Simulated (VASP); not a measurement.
Re, 1 atom in the cell. It takes space group I4/mmm (No. 139, tetragonal). Conventional cell: a = 3.273 Å, b = 3.273 Å, c = 2.695 Å, α = 90.00°, β = 90.00°, γ = 90.00°. Within 3.5 Å of Re (site symmetry 4/mmm) lie 14 Re at 2.68 to 3.27 Å. 

- Program: VASP 6.6.1
- Task: single point
- Functional: RPBE
- Potentials or basis: VASP PAW PBE potentials, release 64 (Re)
- Cutoff: 520 eV
- k mesh: 8 × 8 × 8
- Occupations: fermi-dirac, width 0.1 eV
- Spin: no spin polarisation
- Dipole correction: no
- Further INCAR settings: ALGO = Normal; EDIFF = 1e-07; NBANDS = 10

Potentials or basis: VASP PAW PBE potentials, release 64 (Re).

The run is started by

```bash
$ cat potpaw_PBE.64/Re/POTCAR > POTCAR
$ mpirun -np 1 vasp_std > vasp.out
```

Hardware: 1 thread of AMD EPYC 7R13 Processor (Zen 3) (shared host).

**Question.** How long does it take, and how much memory?

**Answer.** Run time: 7.7 s on 1 thread of AMD EPYC 7R13 Processor (Zen 3), with other jobs on the host, peak memory 0.1 GiB. Counts: scf iterations 13, k points 59.
